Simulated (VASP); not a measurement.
# SiC (P1) in VASP: further runs, part 2 of 2

VASP 6.6.1.

### 3 Single point, r2SCAN

This run uses another cell than the first one, of 9.36 Å³/atom.

Input file POSCAR:

```
SiC
1.0
    5.3108750000      0.0000000000      0.0000000000
    0.0000000000      5.3108750000      0.0000000000
    0.0000000000      0.0000000000      7.9663130000
Si C
12 12
Direct
   -0.0203107774      0.0052456516     -0.0053280608
    0.0313577330     -0.0224205992      0.3316216674
   -0.0354322028     -0.0058478123      0.6657805185
   -0.0147889001      0.5076404547     -0.0176072670
   -0.0055002236      0.4944823593      0.3286547993
   -0.0172995975      0.4918940852      0.6524741119
    0.4988825758     -0.0075603361     -0.0285945330
    0.5105981594     -0.0032877821      0.3407966772
    0.4949399110      0.0017710829      0.6493857321
    0.5024296373      0.4955145809      0.0069291779
    0.5090217714      0.4896658272      0.3387800605
    0.5044321322      0.5232017323      0.6725504007
    0.3750973239      0.2089224469      0.1810038094
    0.3453771742      0.3652302116      0.5311507343
    0.2070018594      0.1161025255      0.8692846992
    0.1009319557      0.7497868054      0.1467051320
    0.2802958081      0.8671188834      0.4871906238
    0.2885878504      0.5838791160      0.8347502791
    0.8464718149      0.3426655683      0.1562813312
    0.8704164568      0.1725169581      0.4874773311
    0.6861308165      0.3168620990      0.8225535452
    0.6488838468      0.7894267894      0.1902147204
    0.7555747405      0.6598238520      0.5185373711
    0.7914289077      0.8137178902      0.8639649233
```

Input file INCAR.step1:

```
PREC = Accurate ; ENCUT = 520
ISMEAR = -1 ; SIGMA = 0.026
LREAL = Auto ; LASPH = True
NELM = 60 ; NBANDS = 66
GGA = PE ; ALGO = Normal
EDIFF = 1E-4 ; LWAVE = True
LCHARG = False
```

Input file INCAR.step2:

```
PREC = Accurate ; ENCUT = 520
EDIFF = 1E-6 ; ISMEAR = -1
SIGMA = 0.026 ; LREAL = Auto
LASPH = True ; NELM = 60
ALGO = Normal ; ISIF = 2
LWAVE = False ; LCHARG = False
METAGGA = R2SCAN ; LMIXTAU = True
NBANDS = 66 ; ISTART = 1
```

Input file KPOINTS:

```
Automatic mesh
0
Gamma
  4 4 2
```

Potentials or basis: VASP PAW PBE potentials, release 64 (Si, C).

On the command line:

```bash
> cat potpaw_PBE.64/Si/POTCAR potpaw_PBE.64/C/POTCAR > POTCAR
> cp INCAR.step1 INCAR
> mpirun -np 1 vasp_std > vasp.out
> cp INCAR.step2 INCAR
> mpirun -np 1 vasp_std > vasp.out
```

OUTCAR:

```text
PREC = Accurate
   ENCUT = 520
   EDIFF = 1E-6
   ISMEAR = -1
   LREAL = Auto
   LASPH = True
   NELM = 60
   ISIF = 2
   METAGGA = R2SCAN
   ISTART = 1

 ion  position               nearest neighbor table
   1  0.980  0.005  0.995-  15 1.67  24 1.77  16 1.93  19 2.32   7 2.56   3 2.62   4 2.64   4 2.67
                             2 2.70   7 2.76
   2  0.031  0.978  0.332-  20 1.83  17 1.90  16 1.94  13 2.51  22 2.53   8 2.55   5 2.57  19 2.58
                             3 2.69   1 2.70   5 2.75   8 2.77
   3  0.965  0.994  0.666-  20 1.78  24 2.06  15 2.17  17 2.30  23 2.40   9 2.50  21 2.59   1 2.62
[... 1528 lines left out ...]
  Total       20.8984356     18.8782950      4.0665725      2.7534016      3.9795734      9.9277884
  in kB      149.0166629    134.6120148     28.9967668     19.6331787     28.3764180     70.7902701
  external PRESSURE =     104.2084815 kB  Pullay stress =       0.0000000 kB

 VOLUME and BASIS-vectors are now :
 -----------------------------------------------------------------------------
  energy-cutoff  :      520.00
  volume of cell :      224.69
      direct lattice vectors                 reciprocal lattice vectors
     5.310875000  0.000000000  0.000000000     0.188292890  0.000000000  0.000000000
     0.000000000  5.310875000  0.000000000     0.000000000  0.188292890  0.000000000
     0.000000000  0.000000000  7.966313000     0.000000000  0.000000000  0.125528585

 POSITION                                       TOTAL-FORCE (eV/Angst)
 -----------------------------------------------------------------------------------
      5.20301      0.02786      7.92387        -1.863140      0.032457      4.907797
      0.16654      5.19180      2.64180         0.872884     -0.298466     -1.124443
      5.12270      5.27982      5.30382         0.894972     -1.615431      1.899974
      5.23233      2.69601      7.82605        -0.034292      1.626807     -2.320605
      5.28166      2.62613      2.61817         0.338693     -0.109801      1.598579
      5.21900      2.61239      5.19781         1.426098     -1.724604     -0.083458
[... 16 lines left out ...]
      4.01276      3.50424      4.13083         1.540871     -0.028764     -0.723164
      4.20318      4.32155      6.88262        -1.402517     -0.178723     -0.609576
 -----------------------------------------------------------------------------------
    total drift:                                0.007290     -0.009232      0.030083

  FREE ENERGIE OF THE ION-ELECTRON SYSTEM (eV)
  ---------------------------------------------------
  free  energy   TOTEN  =      -188.1017579554 eV

  energy  without entropy=     -188.0862694490  energy(sigma->0) =     -188.09401370
```

OUTCAR.step1:

```text
PREC = Accurate
   ENCUT = 520
   ISMEAR = -1
   LREAL = Auto
   LASPH = True
[... 1557 lines left out ...]
      5.28166      2.62613      2.61817         0.523845     -0.026503      1.656524
      5.21900      2.61239      5.19781         1.557574     -1.659645      0.086533
[... 16 lines left out ...]
      4.01276      3.50424      4.13083         1.341864      0.183706     -0.881022
      4.20318      4.32155      6.88262        -1.525027     -0.451184     -0.861723
 -----------------------------------------------------------------------------------
    total drift:                                0.017941     -0.004031      0.038393

  FREE ENERGIE OF THE ION-ELECTRON SYSTEM (eV)
  ---------------------------------------------------
  free  energy   TOTEN  =      -141.0851846380 eV

  energy  without entropy=     -141.0683310352  energy(sigma->0) =     -141.07675784
```

Wall time 8 min (1 thread of Intel Xeon 6975P-C (Granite Rapids), shared host); peak memory 0.4 GiB.

What came out:

* Free energy: -188.1018 eV
* Pressure: 10.4 GPa
* Largest force: 5.406 eV/Å
* Band gap on the k mesh: zero (bands 48 and 49 overlap by 0.81 eV)

Forces on the atoms (eV/Å):
```
Si  -1.863  0.032  4.908
Si   0.873 -0.298 -1.124
Si   0.895 -1.615  1.900
Si  -0.034  1.627 -2.321
Si   0.339 -0.110  1.599
Si   1.426 -1.725 -0.083
Si   0.643  0.072  1.015
Si   1.062  1.146  0.014
Si  -0.905  1.726 -0.212
Si   1.739 -1.007  1.661
Si  -0.058  0.334 -0.321
Si   3.218  2.065  2.155
C    0.384  2.845 -0.026
C   -3.795 -2.123 -3.211
C    2.914 -0.330 -4.017
C   -0.443  1.559  1.579
C   -0.059  0.137 -0.121
C   -4.111  0.639  2.313
C   -0.519 -3.279 -1.834
C   -2.027  0.323 -1.506
C    2.219  0.172 -0.155
C   -2.035 -1.982 -0.880
C    1.541 -0.029 -0.723
C   -1.403 -0.179 -0.610
```

Stress tensor (GPa, compression positive):
```
14.90  1.96  7.08
 1.96 13.46  2.84
 7.08  2.84  2.90
```

Levels at points of the mesh, in eV from the Fermi level:
```tsv
k point	band 44	band 45	band 46	band 47	band 48	band 49	band 50	band 51	band 52	band 53
(0.00, 0.00, 0.00)	-0.70	-0.52	0.00	0.02	0.62	0.69	0.98	1.22	1.47	1.89
(0.50, 0.00, 0.00)	-1.27	-1.25	-0.89	-0.77	-0.24	-0.16	0.23	0.74	0.97	1.69
(0.00, 0.50, 0.00)	-1.69	-1.47	-1.14	-1.04	-0.67	-0.19	0.31	0.83	1.28	1.70
(0.50, 0.50, 0.00)	-1.87	-1.59	-1.18	-0.87	-0.36	0.39	0.67	1.14	1.60	1.79
(0.00, 0.00, 0.50)	-0.39	-0.28	-0.21	0.20	0.30	0.51	1.04	1.22	1.55	1.77
(0.50, 0.00, 0.50)	-1.36	-0.98	-0.78	-0.39	-0.23	-0.07	0.45	0.75	1.10	1.57
(0.00, 0.50, 0.50)	-1.55	-1.29	-1.14	-0.43	-0.25	-0.09	0.78	1.01	1.30	1.80
(0.50, 0.50, 0.50)	-1.89	-1.65	-1.48	-1.15	-0.62	-0.12	0.18	0.37	0.58	0.96
```

Caveat: the k points lie up to 0.39 Å⁻¹ apart, too coarse for converged energies and pressures of a metal; the atoms stand as in a frame of molecular dynamics; the structure was generated, so it needn't be the stable form of SiC; the PAW data sets were made with another functional, which shifts forces and pressure a little.

### 4 Single point, r2SCAN

This run uses another cell than the first one, of 11.02 Å³/atom.

Input file POSCAR:

```
SiC
1.0
    5.6072080000      0.0000000000      0.0000000000
    0.0000000000      5.6072080000      0.0000000000
    0.0000000000      0.0000000000      8.4108120000
Si C
12 12
Direct
   -0.0265715130      0.0148301971      0.0330814670
    0.0633263471     -0.0420758424      0.3153183070
   -0.0456310877     -0.0362754512      0.6890444109
   -0.0274612606      0.5485680217     -0.0466184478
   -0.0145585825      0.4912814007      0.3396209546
    0.0088830306      0.4504771359      0.6501491176
    0.5042283076     -0.0183346150     -0.0307589802
    0.5187822531      0.0342015135      0.3380212279
    0.4797819164      0.0415442052      0.6461599665
    0.5318971581      0.4643617644      0.0200797497
    0.5193945008      0.4905826572      0.3377941393
    0.5169758283      0.5610672905      0.6884745492
    0.4580962575      0.2771593278      0.1835047555
    0.2910364659      0.4151074831      0.5224486054
    0.2489369041     -0.0084378892      0.8090511356
   -0.0034774883      0.7583173301      0.1707012355
    0.2914643081      0.9406430081      0.4760973138
    0.2353829214      0.4975854293      0.8636091260
    0.9080408645      0.2768638153      0.0972099959
    0.8560208574      0.0948423886      0.4717229442
    0.7241812681      0.3712908456      0.8115782400
    0.5140255186      0.7259764574      0.1563010801
    0.8025564595      0.6101246824      0.5181405791
    0.7739978613      0.8565073741      0.8680287944
```

Input file INCAR.step1:

```
PREC = Accurate ; ENCUT = 520
ISMEAR = -1 ; SIGMA = 0.026
LREAL = Auto ; LASPH = T
NELM = 100 ; NBANDS = 66
GGA = PE ; ALGO = Normal
EDIFF = 1E-4 ; LWAVE = T
LCHARG = F
```

Input file INCAR.step2:

```
PREC = Accurate ; ENCUT = 520
EDIFF = 1E-6 ; ISMEAR = -1
SIGMA = 0.026 ; LREAL = Auto
LASPH = T ; NELM = 100
ALGO = Normal ; ISIF = 2
LWAVE = F ; LCHARG = F
METAGGA = R2SCAN ; LMIXTAU = T
NBANDS = 66 ; ISTART = 1
```

Input file KPOINTS:

```
regular mesh
0
Gamma
  4 4 2
```

On the command line:

```bash
> cat potpaw_PBE.64/Si/POTCAR potpaw_PBE.64/C/POTCAR > POTCAR
> cp INCAR.step1 INCAR
> mpirun -np 1 vasp_std > vasp.out
> cp INCAR.step2 INCAR
> mpirun -np 1 vasp_std > vasp.out
```

Wall time 9.7 min (1 thread of AMD EPYC 9R45 (Zen 5), shared host); peak memory 0.43 GiB.

Results (log left out):

```
Free energy            : -191.9250 eV
Pressure               : -5.6 GPa
Largest force          : 7.226 eV/Å
Band gap on the k mesh : zero (bands 48 and 49 overlap by 0.74 eV)
```

Forces on the atoms (eV/Å):
```
Si   1.060 -5.658 -3.732
Si   0.107  2.692  4.945
Si   0.076 -0.154 -0.442
Si  -3.950 -0.072  2.839
Si  -0.462 -0.883 -0.997
Si   0.888 -1.019  1.022
Si  -0.854 -1.086  0.871
Si   1.965 -0.738 -1.900
Si  -1.350 -0.082 -0.245
Si  -0.989 -0.645 -2.141
Si  -1.033  2.522  1.131
Si  -1.093 -0.322 -0.918
C   -0.423 -4.073  0.852
C    1.736  1.160 -0.403
C    0.268  0.555  1.113
C    0.287 -1.884 -1.432
C    0.767 -0.613 -1.488
C    4.436  0.288 -2.066
C   -0.125  6.522  3.109
C   -1.956 -0.285 -0.512
C   -0.490  0.894  0.044
C    0.277  2.569  0.367
C   -0.477 -0.106 -0.873
C    1.336  0.420  0.856
```

Stress tensor (GPa, compression positive):
```
 -2.52  -1.28  -4.71
 -1.28   5.74   5.22
 -4.71   5.22 -20.11
```

Levels at points of the mesh, in eV from the Fermi level:
| k point | band 44 | band 45 | band 46 | band 47 | band 48 | band 49 | band 50 | band 51 | band 52 | band 53 |
| --- | --- | --- | --- | --- | --- | --- | --- | --- | --- | --- |
| (0.00, 0.00, 0.00) | -1.01 | -0.36 | -0.03 | 0.13 | 0.48 | 0.59 | 0.72 | 1.03 | 1.16 | 1.26 |
| (0.50, 0.00, 0.00) | -1.00 | -0.65 | -0.29 | -0.13 | 0.18 | 0.46 | 0.73 | 1.13 | 1.28 | 1.35 |
| (0.00, 0.50, 0.00) | -1.41 | -1.12 | -1.03 | -0.85 | -0.44 | 0.21 | 0.44 | 0.75 | 1.01 | 1.67 |
| (0.50, 0.50, 0.00) | -1.88 | -1.71 | -1.49 | -1.07 | -0.44 | 0.00 | 0.25 | 0.82 | 1.16 | 1.57 |
| (0.00, 0.00, 0.50) | -0.73 | -0.45 | -0.13 | -0.02 | 0.44 | 0.55 | 0.72 | 0.81 | 1.02 | 1.49 |
| (0.50, 0.00, 0.50) | -1.00 | -0.58 | -0.31 | -0.11 | 0.00 | 0.17 | 0.43 | 0.67 | 0.91 | 1.21 |
| (0.00, 0.50, 0.50) | -1.17 | -1.10 | -0.88 | -0.50 | -0.12 | -0.02 | 0.33 | 0.51 | 0.92 | 1.47 |
| (0.50, 0.50, 0.50) | -1.60 | -1.55 | -1.43 | -1.08 | -0.86 | -0.12 | -0.03 | 0.41 | 0.70 | 0.90 |

Caveat: the k points lie up to 0.37 Å⁻¹ apart, too coarse for converged energies and pressures of a metal; the atoms stand as in a frame of molecular dynamics; the structure was generated, so it needn't be the stable form of SiC; semilocal functionals underestimate gaps, and a narrow one can read as zero; the PAW data sets were made with another functional, which shifts forces and pressure a little.

### 5 Summary

| cell | gap on the mesh (eV) | pressure (GPa) | largest force (eV/Å) |
| --- | --- | --- | --- |
| a = 5.245, b = 5.245, c = 7.867 Å, 24 atoms, atomic positions A | none | 1.9 | 2.27 |
| a = 5.311, b = 5.311, c = 7.966 Å, 24 atoms, atomic positions B | none | 10.4 | 5.41 |
| a = 5.607, b = 5.607, c = 8.411 Å, 24 atoms, atomic positions C | none | -5.6 | 7.23 |

Alike in all rows: task single point; level r2SCAN; potentials or basis VASP PAW PBE potentials, release 64 (Si, C); no spin polarisation; k mesh 4 × 4 × 2; cutoff (eV) 520; smearing fermi-dirac 0.026 eV.

Caveats: all runs use coarse meshes; the atoms stand as in a frame of molecular dynamics; the structure was generated, so it needn't be the stable form of SiC; the PAW data sets were made with another functional, which shifts forces and pressure a little; semilocal functionals underestimate gaps, and a narrow one can read as zero (at least some runs).

Total energies depend on the potentials used, so only differences within one code and one set of settings carry meaning.
